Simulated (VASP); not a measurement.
# NaCl (R-3m) in VASP: a series of runs

The runs below take NaCl through single point, with PBE.

Everything below comes from runs of VASP 6.6.1. Logs are shortened: lines on timing, memory, paths and dates and some standing lists are left out, and cuts for length are marked.

### 1 The cell of the first run

It takes space group R-3m (No. 166, trigonal). The conventional cell has a = 4.003 Å, b = 4.003 Å, c = 9.638 Å, α = 90.00°, β = 90.00°, γ = 120.00°. Within 3.7 Å of Na (site symmetry -3m) lie 6 Cl at 2.81 Å. Within 3.7 Å of Cl (site symmetry -3m) lie 6 Na at 2.81 Å.

### 2 Single point, PBE (epitaxial 111 strain +1.0%)

The input, INCAR:

```
ALGO = Normal
EDIFF = 1E-6
ENCUT = 520
GGA = PE
ISIF = 2
ISMEAR = 0
LASPH = True
LCHARG = False
LREAL = False
LWAVE = False
NBANDS = 14
NELM = 80
PREC = Accurate
SIGMA = 0.01
```

The input, KPOINTS:

```
k-points
0
Gamma
  4 4 4
```

The input, POSCAR:

```
NaCl
1.0
   -0.0322272166      2.7984985970      2.7984985970
    2.7984985970     -0.0322272166      2.7984985970
    2.7984985970      2.7984985970     -0.0322272166
Na Cl
1 1
Direct
    0.0000000000      0.0000000000      0.0000000000
    0.5000000000      0.5000000000      0.5000000000
```

Potentials or basis: VASP PAW PBE potentials, release 64 (Na_pv, Cl).

Run with:

```
cat potpaw_PBE.64/Na_pv/POTCAR potpaw_PBE.64/Cl/POTCAR > POTCAR
mpirun -np 1 vasp_std > vasp.out
```

OUTCAR:

```text
EDIFF = 1E-6
   ENCUT = 520
   GGA = PE
   ISIF = 2
   ISMEAR = 0
   LASPH = True
   LREAL = False
   NELM = 80
   PREC = Accurate

 ion  position               nearest neighbor table
   1  0.000  0.000  0.000-
   2  0.500  0.500  0.500-

  LATTYP: Found a trigonal (rhomboedric) cell.
 ALAT       =     3.9578058806
 COS(alpha) =     0.4884517166

  Lattice vectors:

 A1 = (  -0.0322272166,   2.7984985970,   2.7984985970)
 A2 = (   2.7984985970,  -0.0322272166,   2.7984985970)
 A3 = (   2.7984985970,   2.7984985970,  -0.0322272166)

Analysis of symmetry for initial positions (statically):
=====================================================================
 Subroutine PRICEL returns:
 Original cell was already a primitive cell.

 Routine SETGRP: Setting up the symmetry group for a
 trigonal (rhombohedral) supercell.

 Subroutine GETGRP returns: Found 12 space group operations
 (whereof 12 operations were pure point group operations)
 out of a pool of 12 trial point group operations.

The static configuration has the point symmetry D_3d.

Analysis of symmetry for dynamics (positions and initial velocities):
=====================================================================
 Subroutine PRICEL returns:
 Original cell was already a primitive cell.

 Routine SETGRP: Setting up the symmetry group for a
 trigonal (rhombohedral) supercell.

 Subroutine GETGRP returns: Found 12 space group operations
 (whereof 12 operations were pure point group operations)
 out of a pool of 12 trial point group operations.

The dynamic configuration has the point symmetry D_3d.

 Subroutine INISYM returns: Found 12 space group operations
 (whereof 12 operations are pure point group operations),
 and found     1 'primitive' translations

----------------------------------------------------------------------------------------

                                     Primitive cell

  volume of cell :      44.5905

  direct lattice vectors                    reciprocal lattice vectors
    -0.032227217  2.798498597  2.798498597    -0.175610210  0.177656078  0.177656078
     2.798498597 -0.032227217  2.798498597     0.177656078 -0.175610210  0.177656078
     2.798498597  2.798498597 -0.032227217     0.177656078  0.177656078 -0.175610210

  length of vectors
     3.957805881  3.957805881  3.957805881     0.306532723  0.306532723  0.306532723

  position of ions in fractional coordinates (direct lattice)
     0.000000000  0.000000000  0.000000000
     0.500000000  0.500000000  0.500000000

  ion indices of the primitive-cell ions
   primitive index   ion index
                 1           1
                 2           2

----------------------------------------------------------------------------------------

 KPOINTS: k-points

Automatic generation of k-mesh.
 Grid dimensions read from file:
 generate k-points for:    4    4    4

 Generating k-lattice:

  Cartesian coordinates                     Fractional coordinates (reciprocal lattice)
    -0.043902552  0.044414020  0.044414020     0.250000000 -0.000000000 -0.000000000
     0.044414020 -0.043902552  0.044414020    -0.000000000  0.250000000 -0.000000000
     0.044414020  0.044414020 -0.043902552    -0.000000000 -0.000000000  0.250000000

  Length of vectors
     0.076633181  0.076633181  0.076633181

  Shift w.r.t. Gamma in fractional coordinates (k-lattice)
     0.000000000  0.000000000  0.000000000

 Subroutine IBZKPT returns following result:
 ===========================================

 Found     13 irreducible k-points:

 Following reciprocal coordinates:
            Coordinates               Weight
  0.000000  0.000000  0.000000      1.000000
  0.250000  0.000000 -0.000000      6.000000
  0.500000  0.000000 -0.000000      3.000000
  0.250000  0.250000  0.000000      6.000000
  0.500000  0.250000  0.000000     12.000000
 -0.250000  0.250000  0.000000      6.000000
  0.500000  0.500000  0.000000      3.000000
  0.250000  0.250000  0.250000      2.000000
  0.500000  0.250000  0.250000      6.000000
 -0.250000  0.250000  0.250000      6.000000
  0.500000  0.500000  0.250000      6.000000
 -0.250000  0.500000  0.250000      6.000000
  0.500000  0.500000  0.500000      1.000000
   k-points           NKPTS =     13   k-points in BZ     NKDIM =     13   number of bands    NBANDS=     14
   number of dos      NEDOS =    301   number of ions     NIONS =      2
   total plane-waves  NPLWV =  27000
   dimension x,y,z NGX =    30 NGY =   30 NGZ =   30
   dimension x,y,z NGXF=    60 NGYF=   60 NGZF=   60
   ions per type =               1   1
   NGX,Y,Z   is equivalent  to a cutoff of  12.60, 12.60, 12.60 a.u.
   NGXF,Y,Z  is equivalent  to a cutoff of  25.20, 25.20, 25.20 a.u.
 SYSTEM =  unknown system
   PREC   = accura    normal or accurate (medium, high low for compatibility)
   ISTART =      0    job   : 0-new  1-cont  2-samecut
   ICHARG =      2    charge: 1-file 2-atom 10-const
   ISPIN  =      1    spin polarized calculation?
   LNONCOLLINEAR =      F non collinear calculations
   LSORBIT =      F    spin-orbit coupling
   LASPH  =      T    aspherical Exc in radial PAW
   ENCUT  =  520.0 eV  38.22 Ry    6.18 a.u.   7.36  7.36  7.36*2*pi/ulx,y,z
   NELM   =     80;   NELMIN=  2; NELMDL= -5     # of ELM steps
   EDIFF  = 0.1E-05   stopping-criterion for ELM
   LREAL  =      F    real-space projection
   EDIFFG = 0.1E-04   stopping-criterion for IOM
   NSW    =      0    number of steps for IOM
   IBRION =     -1    ionic relax: 0-MD 1-quasi-New 2-CG
   NFREE  =      0    steps in history (QN), initial steepest desc. (CG)
   ISIF   =      2    stress and relaxation
   ISYM   =      2    0-nonsym 1-usesym 2-fastsym
   POTIM  = 0.5000    time-step for ionic-motion
   TEBEG  =    0.0;   TEEND  =   0.0 temperature during run
   PSTRESS=    0.0 pullay stress
   NELECT =      14.0000    total number of electrons
   NUPDOWN=      -1.0000    fix difference up-down
   EMIN   =  10.00;   EMAX   =-10.00  energy-range for DOS
   EFERMI =   0.00;   METHOD = LEGACY
   ISMEAR =     0;   SIGMA  =   0.01  broadening in eV -4-tet -1-fermi 0-gaus
   EFERMI_NEDOS =   21; number of points for ismear=-14 and -15
   IALGO  =     38    algorithm
   IMIX   =      4    mixing-type and parameters
     AMIX     =   0.40;   BMIX     =  1.00
     AMIX_MAG =   1.60;   BMIX_MAG =  1.00
  volume/ion in A,a.u.               =      22.30       150.46
  Fermi-wavevector in a.u.,A,eV,Ry     =   1.112679  2.102658 16.844756  1.238055
  Thomas-Fermi vector in A             =   2.249256
   LORBIT       =      0    0 simple, 1 ext, 2 COOP (PROOUT), +10 PAW based schemes
   GGA     = PE    functional components
   LHFCALC =     F    Hartree Fock is set to
   AEXX    =    0.0000 exact exchange contribution
   IVDW    =     0    specifies the selected vdW correction
   LEPSILON=     F    determine dielectric tensor
   LRPA    =     F    only Hartree local field effects (RPA)
 non-spin polarized calculation
 Gauss-broadening in eV      SIGMA  =   0.01
  energy-cutoff  :      520.00
  volume of cell :       44.59
 maximum number of plane-waves:      1241
 NGX is ok and might be reduce to    30
   NGX = 15   NGY = 15   NGZ = 15

 number of electron      13.9999997 magnetization

 Free energy of the ion-electron system (eV)
  ---------------------------------------------------
  ext. energy  EPLUGINS =         0.00000000
  ---------------------------------------------------
  free energy    TOTEN  =        -6.77088729 eV

  energy without entropy =       -6.77088729  energy(sigma->0) =       -6.77088729

 E-fermi :  -0.5903     XC(G=0):  -8.1904

 val. band max:       -0.6531394409   @ k =   0.0000   0.0000   0.0000
 cond. band min:       4.4318790107   @ k =   0.0000   0.0000   0.0000
 fundamental gap:      5.0850184517
 Fermi energy:        -0.5903170588

 k-point     1 :       0.0000    0.0000    0.0000
  band No.  band energies     occupation
      1     -21.5087      2.00000
      2     -21.5061      2.00000
      3     -21.5061      2.00000
      4     -13.3666      2.00000
      5      -0.7155      2.00000
      6      -0.7155      2.00000
      7      -0.6531      2.00000
      8       4.4319      0.00000
      9      10.3511      0.00000
     10      10.3511      0.00000
     11      10.5936      0.00000
     12      12.6006      0.00000
     13      12.6006      0.00000
     14      14.2120      0.00000

 k-point     2 :       0.2500    0.0000   -0.0000
  band No.  band energies     occupation
      1     -21.5215      2.00000
      2     -21.5095      2.00000
      3     -21.5071      2.00000
      4     -13.2022      2.00000
      5      -1.8093      2.00000
      6      -0.8456      2.00000
      7      -0.7988      2.00000
      8       5.9067      0.00000
      9       9.3076      0.00000
     10      10.6578      0.00000
     11      10.8214      0.00000
     12      12.4970      0.00000
     13      12.6438      0.00000
     14      14.9873      0.00000

 k-point     3 :       0.5000    0.0000   -0.0000
  band No.  band energies     occupation
      1     -21.5362      2.00000
      2     -21.5107      2.00000
      3     -21.5080      2.00000
      4     -13.0280      2.00000
      5      -2.6414      2.00000
      6      -0.9683      2.00000
      7      -0.9292      2.00000
      8       6.6005      0.00000
      9       9.9337      0.00000
     10      10.2523      0.00000
     11      10.3973      0.00000
     12      14.3586      0.00000
     13      15.3654      0.00000
     14      15.5618      0.00000
[... 137 lines left out ...]
 k-point    12 :      -0.2500    0.5000    0.2500
  band No.  band energies     occupation
      1     -21.5233      2.00000
      2     -21.5199      2.00000
      3     -21.5170      2.00000
      4     -12.9581      2.00000
      5      -1.9013      2.00000
      6      -1.8809      2.00000
      7      -1.4543      2.00000
      8       8.1489      0.00000
      9       8.9915      0.00000
     10       9.0600      0.00000
     11      10.6923      0.00000
     12      14.9963      0.00000
     13      15.1232      0.00000
     14      15.6067      0.00000

 k-point    13 :       0.5000    0.5000    0.5000
  band No.  band energies     occupation
      1     -21.5393      2.00000
      2     -21.5086      2.00000
      3     -21.5086      2.00000
      4     -13.0099      2.00000
      5      -2.6211      2.00000
      6      -0.9983      2.00000
      7      -0.9983      2.00000
      8       6.5484      0.00000
      9      10.0979      0.00000
     10      10.1937      0.00000
     11      10.1937      0.00000
     12      14.2402      0.00000
     13      15.5564      0.00000
     14      15.5564      0.00000

------------------------ aborting loop because EDIFF is reached ----------------------------------------

  FORCE on cell =-STRESS in cart. coord.  units (eV):
  Direction    XX          YY          ZZ          XY          YZ          ZX
  --------------------------------------------------------------------------------------
  -------------------------------------------------------------------------------------
  Total        0.2510643      0.2510643      0.2510643      0.0393855      0.0393855      0.0393855
  in kB        9.0209585      9.0209585      9.0209585      1.4151539      1.4151539      1.4151539
  external PRESSURE =       9.0209585 kB  Pullay stress =       0.0000000 kB

 VOLUME and BASIS-vectors are now :
 -----------------------------------------------------------------------------
  energy-cutoff  :      520.00
  volume of cell :       44.59
      direct lattice vectors                 reciprocal lattice vectors
    -0.032227217  2.798498597  2.798498597    -0.175610210  0.177656078  0.177656078
     2.798498597 -0.032227217  2.798498597     0.177656078 -0.175610210  0.177656078
     2.798498597  2.798498597 -0.032227217     0.177656078  0.177656078 -0.175610210

 POSITION                                       TOTAL-FORCE (eV/Angst)
 -----------------------------------------------------------------------------------
      0.00000      0.00000      0.00000        -0.000000      0.000000     -0.000000
      2.78238      2.78238      2.78238         0.000000      0.000000      0.000000
 -----------------------------------------------------------------------------------
    total drift:                               -0.000000      0.000000      0.000000

  FREE ENERGIE OF THE ION-ELECTRON SYSTEM (eV)
  ---------------------------------------------------
  free  energy   TOTEN  =        -6.7708872948 eV

  energy  without entropy=       -6.7708872948  energy(sigma->0) =       -6.77088729
```

Run time: 16 s. Hardware: 1 thread of AMD EPYC 7R43 (Zen 3), shared host; peak memory 0.12 GiB.

What came out:

```yaml
Free_energy: -6.7709 eV
Pressure: 0.9 GPa
Band_gap_on_the_k_mesh: 5.08 eV, direct
```

Stress tensor (GPa, compression positive):
```
0.90 0.14 0.14
0.14 0.90 0.14
0.14 0.14 0.90
```

Levels at points of the mesh, in eV from the valence-band top:
```csv
k point,band 5,band 6,band 7,band 8,band 9,band 10
"(0.00, 0.00, 0.00)",-0.06,-0.06,0.00,5.08,11.00,11.00
"(0.50, 0.00, 0.00)",-1.99,-0.32,-0.28,7.25,10.59,10.91
"(0.50, 0.50, 0.00)",-1.72,-0.67,-0.61,7.50,8.04,11.32
"(0.50, 0.50, 0.50)",-1.97,-0.35,-0.35,7.20,10.75,10.85
```

Caveat: the k points lie up to 0.48 Å⁻¹ apart; the cell differs from its parent crystal (epitaxial 111 strain +1.0%).

### 3 Single point, PBE (epitaxial 111 strain +2.0%)

The input, INCAR:

```
SYSTEM = NaCl
ALGO = Normal
EDIFF = 1E-6
ENCUT = 520
GGA = PE
ISIF = 2
ISMEAR = 0
LASPH = .True.
LCHARG = .False.
LREAL = .False.
LWAVE = .False.
NBANDS = 14
NELM = 60
PREC = Accurate
SIGMA = 0.01
```

The input, KPOINTS:

```
k-points
0
Gamma
  4 4 4
  0 0 0
```

The input, POSCAR:

```
NaCl
1.0
   -0.0660881072      2.7926646947      2.7926646947
    2.7926646947     -0.0660881072      2.7926646947
    2.7926646947      2.7926646947     -0.0660881072
Na Cl
1 1
Direct
    0.0000000000      0.0000000000      0.0000000000
    0.5000000000      0.5000000000      0.5000000000
```

Potentials or basis: VASP PAW PBE potentials, release 64 (Na_pv, Cl).

Run with:

```
cat potpaw_PBE.64/Na_pv/POTCAR potpaw_PBE.64/Cl/POTCAR > POTCAR
mpirun -np 1 vasp_std > vasp.out
```

Wall time 15 s (1 thread of AMD EPYC 7R43 (Zen 3), shared host); peak memory 0.12 GiB.

The run converged. Its results:

| Item | Value |
| --- | --- |
| Free energy | -6.7713 eV |
| Pressure | 0.6 GPa |
| Band gap on the k mesh | 4.99 eV, direct |

Stress tensor (GPa, compression positive):
```
0.59 0.28 0.28
0.28 0.59 0.28
0.28 0.28 0.59
```

Levels at points of the mesh, in eV from the valence-band top:
```tsv
k point	band 5	band 6	band 7	band 8	band 9	band 10
(0.00, 0.00, 0.00)	-0.12	-0.12	0.00	4.99	10.87	10.87
(0.50, 0.00, 0.00)	-2.00	-0.36	-0.28	7.20	10.40	10.80
(0.50, 0.50, 0.00)	-1.73	-0.74	-0.61	7.41	8.02	11.18
(0.50, 0.50, 0.50)	-1.96	-0.42	-0.42	7.10	10.68	10.68
```

Caveat: the k points lie up to 0.48 Å⁻¹ apart; the cell differs from its parent crystal (epitaxial 111 strain +2.0%).
